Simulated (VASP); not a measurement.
# Al (P6_3/mmc) in VASP: notebook, part 3 of 3

VASP 6.6.1. Earlier steps stand in the parts before.

### Step 4. Single point, r2SCAN

This run uses another cell than the first one, of 15.68 Å³/atom, 1.073 times its volume.

Input file POSCAR:

```
Al
1.0
    2.7878440401      0.0000000000      0.0000000000
   -1.3939220200      2.4143437605      0.0000000000
    0.0000000000      0.0000000000      4.6585376722
Al
2
Direct
    0.6666666667      0.3333333333      0.7500000000
    0.3333333333      0.6666666667      0.2500000000
```

Input file INCAR.step1:

```
PREC = Accurate
ENCUT = 520
ISMEAR = 1
SIGMA = 0.15
LREAL = False
LASPH = True
NELM = 80
NBANDS = 10
GGA = PE
ALGO = Normal
EDIFF = 1E-4
LWAVE = True
LCHARG = False
```

Input file INCAR.step2:

```
PREC = Accurate
ENCUT = 520
EDIFF = 1E-6
ISMEAR = 1
SIGMA = 0.15
LREAL = False
LASPH = True
NELM = 80
ALGO = Normal
ISIF = 2
LWAVE = False
LCHARG = False
METAGGA = R2SCAN
LMIXTAU = True
NBANDS = 10
ISTART = 1
```

Input file KPOINTS:

```
regular mesh
0
Gamma
  14 14 7
```

Started as:

```bash
cat potpaw_PBE.64/Al/POTCAR > POTCAR
cp INCAR.step1 INCAR
mpirun -np 1 vasp_std > vasp.out
cp INCAR.step2 INCAR
mpirun -np 1 vasp_std > vasp.out
```

Run time: 64 s. Hardware: 1 thread of Intel Xeon Platinum 8259CL at 2.50GHz (Skylake/Cascade Lake), shared host; peak memory 0.16 GiB.

The run converged. Its results:

```
Free energy            : -13.3959 eV
Pressure               : 1.7 GPa
Band gap on the k mesh : zero (band 3 reaches 11.73 eV, above the bottom of band 4 at 5.46 eV)
```

Stress tensor (GPa, compression positive):
```
1.75 0.00 0.00
0.00 1.75 0.00
0.00 0.00 1.58
```

Levels at points of the mesh, in eV from the Fermi level:
```
           k point  band 1  band 2  band 3  band 4  band 5  band 6
(0.00, 0.00, 0.00)  -12.30   -5.44   -4.99   12.10   12.10   12.17
(0.50, 0.00, 0.00)   -5.76   -5.71    0.51    1.08    1.26    1.87
```

Caveat: the PAW data sets were made with another functional, which shifts forces and pressure a little.

### Step 5. Single point, r2SCAN

This run uses another cell than the first one, of 16.02 Å³/atom, 1.097 times its volume.

Input file POSCAR:

```
Al
1.0
    2.8061619575      0.0000000000      0.0000000000
   -1.4030809787      2.4302075423      0.0000000000
    0.0000000000      0.0000000000      4.6993491729
Al
2
Direct
    0.6666666667      0.3333333333      0.7500000000
    0.3333333333      0.6666666667      0.2500000000
```

Input file INCAR.step1:

```
PREC = Accurate
ENCUT = 520
ISMEAR = 1
SIGMA = 0.15
LREAL = F
LASPH = T
NELM = 60
NBANDS = 10
GGA = PE
ALGO = Normal
EDIFF = 1E-4
LWAVE = T
LCHARG = F
```

Input file INCAR.step2:

```
PREC = Accurate
ENCUT = 520
EDIFF = 1E-6
ISMEAR = 1
SIGMA = 0.15
LREAL = F
LASPH = T
NELM = 60
ALGO = Normal
ISIF = 2
LWAVE = F
LCHARG = F
METAGGA = R2SCAN
LMIXTAU = T
NBANDS = 10
ISTART = 1
```

KPOINTS is that of step 4.

Potentials or basis: VASP PAW PBE potentials, release 64 (Al).

Started as:

```bash
cat potpaw_PBE.64/Al/POTCAR > POTCAR
cp INCAR.step1 INCAR
mpirun -np 1 vasp_std > vasp.out
cp INCAR.step2 INCAR
mpirun -np 1 vasp_std > vasp.out
```

OUTCAR:

```text
PREC = Accurate
   ENCUT = 520
   EDIFF = 1E-6
   ISMEAR = 1
   LREAL = F
   LASPH = T
   NELM = 60
   ISIF = 2
   METAGGA = R2SCAN
   ISTART = 1

 ion  position               nearest neighbor table
   1  0.667  0.333  0.750-   2 2.85   2 2.85   2 2.85   2 2.85   2 2.85   2 2.85
   2  0.333  0.667  0.250-   1 2.85   1 2.85   1 2.85   1 2.85   1 2.85   1 2.85

  LATTYP: Found a hexagonal cell.
 ALAT       =     2.8061619575
 C/A-ratio  =     1.6746535817

  Lattice vectors:

 A1 = (   2.8061619575,   0.0000000000,   0.0000000000)
 A2 = (  -1.4030809787,   2.4302075423,   0.0000000000)
 A3 = (   0.0000000000,   0.0000000000,   4.6993491729)

Analysis of symmetry for initial positions (statically):
=====================================================================
 Subroutine PRICEL returns:
 Original cell was already a primitive cell.

 Routine SETGRP: Setting up the symmetry group for a
 hexagonal supercell.

 Subroutine GETGRP returns: Found 24 space group operations
 (whereof 12 operations were pure point group operations)
 out of a pool of 24 trial point group operations.

[... 166 lines left out ...]

 val. band max:        8.3416243961   @ k =   0.3571   0.2857   0.2857
 cond. band min:       8.4474134625   @ k =   0.3571   0.2143   0.1429
 fundamental gap:      0.1057890664
 Fermi energy:         8.4054365917

 k-point     1 :       0.0000    0.0000    0.0000
  band No.  band energies     occupation
      1      -3.7310      2.00000
      2       3.0550      2.00000
      3       3.4230      2.00000
      4      20.3536      0.00000
      5      20.3536      0.00000
      6      20.4803      0.00000
      7      20.4803      0.00000
      8      20.8930      0.00000
      9      23.2757      0.00000
     10      23.9985      0.00000
[... 287 lines left out ...]
 k-point    24 :       0.3571    0.2857    0.0000
  band No.  band energies     occupation
      1       4.2872      2.00000
      2       4.3008      2.00000
      3       6.0346      2.00000
      4      10.4164     -0.00000
      5      10.6514     -0.00000
      6      11.0496     -0.00000
      7      12.5326      0.00000
      8      12.9688      0.00000
      9      13.8254      0.00000
     10      26.7265      0.00000

 [... further k-points ...]
[... 5 lines left out ...]
  --------------------------------------------------------------------------------------
  -------------------------------------------------------------------------------------
  Total       -0.0582887     -0.0582887     -0.0599091     -0.0000000      0.0000000      0.0000000
  in kB       -2.9140777     -2.9140777     -2.9950876     -0.0000000      0.0000000      0.0000000
  external PRESSURE =      -2.9410810 kB  Pullay stress =       0.0000000 kB

 VOLUME and BASIS-vectors are now :
 -----------------------------------------------------------------------------
  energy-cutoff  :      520.00
  volume of cell :       32.05
      direct lattice vectors                 reciprocal lattice vectors
     2.806161958  0.000000000  0.000000000     0.356358619  0.205743745  0.000000000
    -1.403080979  2.430207542  0.000000000     0.000000000  0.411487489  0.000000000
     0.000000000  0.000000000  4.699349173     0.000000000  0.000000000  0.212795424

 POSITION                                       TOTAL-FORCE (eV/Angst)
 -----------------------------------------------------------------------------------
      1.40308      0.81007      3.52451        -0.000000      0.000000     -0.000000
     -0.00000      1.62014      1.17484         0.000000     -0.000000      0.000000
 -----------------------------------------------------------------------------------
    total drift:                                0.000000     -0.000000     -0.000000

  FREE ENERGIE OF THE ION-ELECTRON SYSTEM (eV)
  ---------------------------------------------------
  free  energy   TOTEN  =       -13.3986583889 eV

  energy  without entropy=      -13.3985991035  energy(sigma->0) =      -13.39863863
```

OUTCAR.step1:

```text
PREC = Accurate
   ENCUT = 520
   ISMEAR = 1
   LREAL = F
   LASPH = T
[... 536 lines left out ...]
 -----------------------------------------------------------------------------------
      1.40308      0.81007      3.52451        -0.000000      0.000000      0.000000
     -0.00000      1.62014      1.17484         0.000000     -0.000000      0.000000
 -----------------------------------------------------------------------------------
    total drift:                                0.000000     -0.000000     -0.000000

  FREE ENERGIE OF THE ION-ELECTRON SYSTEM (eV)
  ---------------------------------------------------
  free  energy   TOTEN  =        -7.4160914179 eV

  energy  without entropy=       -7.4170570627  energy(sigma->0) =       -7.41641330
```

Wall time 72 s (1 thread of Intel Xeon Platinum 8259CL at 2.50GHz (Skylake/Cascade Lake), shared host); peak memory 0.16 GiB.

Results:

```
Free energy            : -13.3987 eV
Pressure               : -0.3 GPa
Band gap on the k mesh : zero (band 3 reaches 11.44 eV, above the bottom of band 4 at 5.25 eV)
```

Levels at points of the mesh, in eV from the Fermi level:
```tsv
k point	band 1	band 2	band 3	band 4	band 5	band 6	band 7
(0.00, 0.00, 0.00)	-12.14	-5.35	-4.98	11.95	11.95	12.07	12.07
(0.50, 0.00, 0.00)	-5.66	-5.64	0.52	1.02	1.29	1.80	6.40
```

Caveat: the PAW data sets were made with another functional, which shifts forces and pressure a little.

### Step 6. Summary

| cell | gap on the mesh (eV) | pressure (GPa) |
| --- | --- | --- |
| a = 2.727, b = 2.727, c = 4.537 Å, angles 90.0, 90.0, 120.0°, 2 atoms | none | 9.5 |
| a = 2.763, b = 2.763, c = 4.607 Å, angles 90.0, 90.0, 120.0°, 2 atoms | none | 4.6 |
| a = 2.788, b = 2.788, c = 4.659 Å, angles 90.0, 90.0, 120.0°, 2 atoms | none | 1.7 |
| a = 2.806, b = 2.806, c = 4.699 Å, angles 90.0, 90.0, 120.0°, 2 atoms | none | -0.3 |

Alike in all rows: task single point; level r2SCAN; potentials or basis VASP PAW PBE potentials, release 64 (Al); no spin polarisation; k mesh 14 × 14 × 7; cutoff (eV) 520; smearing methfessel-paxton 0.15 eV.

Caveats: the PAW data sets were made with another functional, which shifts forces and pressure a little.

Total energies depend on the potentials used, so only differences within one code and one set of settings carry meaning.
